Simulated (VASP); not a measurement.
Runs of VASP 6.6.1 on Si2Ge. The structure is that of space group P-3m1 (No. 164), or close to it. The cells are those of the table. 

| task | cell | k mesh | cutoff (eV) | gap on the mesh (eV) | pressure (GPa) | relaxed volume (Å³/atom) | largest force (eV/Å) |
| --- | --- | --- | --- | --- | --- | --- | --- |
| single point | a = 2.972, b = 2.972, c = 6.688 Å, angles 90.0, 90.0, 120.0°, 3 atoms | 6 × 6 × 4 | 520 | none | (a) | - | - |
| relaxation of cell and atoms | relaxed from a = 2.972, b = 2.972, c = 6.688 Å, angles 90.0, 90.0, 120.0°, 3 atoms | 18 × 18 × 8 | 600 | none | 0.0 | 16.75 | 0.01 |
| single point | a = 2.861, b = 2.861, c = 7.008 Å, angles 90.0, 90.0, 120.0°, 3 atoms | 6 × 6 × 4 | 520 | none | (b) | - | 0.54 |
| single point | a = 2.978, b = 2.978, c = 6.547 Å, angles 90.0, 90.0, 120.0°, 3 atoms | 18 × 18 × 8 | 520 | none | 0.0 | - | 0.01 |
| relaxation of cell and atoms | relaxed from a = 2.861, b = 2.861, c = 7.008 Å, angles 90.0, 90.0, 120.0°, 3 atoms | 6 × 6 × 4 | 600 | none | 0.2 | 17.00 | - |

Alike in all rows: level PBE; potentials or basis VASP PAW PBE potentials, release 64 (Si, Ge_d); no spin polarisation; smearing gaussian 0.1 eV.

Estimate the missing entries.

(a) -0.1; (b) -0.5.

Caveats: some runs use coarse meshes.

A k mesh can miss the band edges, and the runs leave out spin-orbit coupling on Ge.

A gap of «none» marks levels without a gap at the run's occupations.
